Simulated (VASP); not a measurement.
K8Mg8NF24 (a cell with a defect), 41 atoms in the cell. The cell holds a defect, 41 atoms: a = 7.983 Å, b = 7.983 Å, c = 7.983 Å, α = 90.00°, β = 90.00°, γ = 90.00°. 

```yaml
Program: VASP 6.6.1
Task: single point
Functional: PBEsol
Potentials_or_basis: VASP PAW PBE potentials, release 64 (K_sv, Mg, F, N)
Cutoff: 520 eV
k_mesh: 1 × 1 × 1, shifted
Occupations: fermi-dirac, width 0.05 eV
Spin: no spin polarisation
Dipole_correction: no
Charge: -1
Further_INCAR_settings: LREAL = Auto; ALGO = Normal; EDIFF = 1e-06; NBANDS = 156; ISYM = 0; NELECT = 262.0
```

Potentials or basis: VASP PAW PBE potentials, release 64 (K_sv, Mg, F, N).

Command:

```sh
$ cat potpaw_PBE.64/K_sv/POTCAR potpaw_PBE.64/Mg/POTCAR potpaw_PBE.64/F/POTCAR potpaw_PBE.64/N/POTCAR > POTCAR
$ mpirun -np 1 vasp_std > vasp.out
```

Hardware: 1 thread of Intel Xeon 8259CL, with other jobs on the host.

Estimate the wall time of this run.

Wall time 21 min on 1 thread of Intel Xeon 8259CL, on a shared host, peak memory 0.61 GiB. Counts: scf iterations 18, k points 4.
